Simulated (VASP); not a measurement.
Input of a VASP 6.6.1 run:

INCAR

```
SYSTEM = Ru
PREC     = Accurate       ! precision mode
ENCUT    = 520            ! plane-wave cutoff, eV
EDIFF    = 1E-6           ! SCF threshold, eV
ISMEAR   = 0              ! smearing method
SIGMA    = 0.15           ! smearing width, eV
LREAL    = .FALSE.        ! projectors in reciprocal space
LASPH    = .TRUE.         ! aspherical terms in the spheres
NELM     = 100            ! most SCF steps
ALGO     = Normal         ! electronic algorithm
ISIF     = 2              ! what is computed and relaxed
LWAVE    = .FALSE.        ! write WAVECAR
LCHARG   = .TRUE.         ! write CHGCAR
GGA      = PS             ! functional
LELF     = .TRUE.         ! ELF
LVHAR    = .TRUE.       
NBANDS   = 21             ! bands
```

Contents of KPOINTS:

```
Automatic mesh
0
G
  18 18 10
  0 0 0
```

Contents of POSCAR:

```
Ru
1.0
    2.6144000000      0.0000000000      0.0000000000
   -1.3072000000      2.2641368157      0.0000000000
    0.0000000000      0.0000000000      4.0483000000
Ru
2
Direct
    0.3333333333      0.6666666667      0.2500000000
    0.6666666667      0.3333333333      0.7500000000
```

Potentials or basis: VASP PAW PBE potentials, release 64 (Ru_pv).

Launch:

```console
$ cat potpaw_PBE.64/Ru_pv/POTCAR > POTCAR
$ mpirun -np 1 vasp_std > vasp.out
```

Problem. Predict the band gap on the k mesh.

Solution. Zero (band 14 reaches 16.91 eV, above the bottom of band 15 at 13.16 eV).

Problem. What does it give for the pressure?

Solution. 48.1 GPa.

Stress tensor (GPa, compression positive):
```
42.50  0.00  0.00
 0.00 42.50  0.00
 0.00  0.00 59.40
```

Caveat: the PAW data sets were made with another functional, which shifts forces and pressure a little.
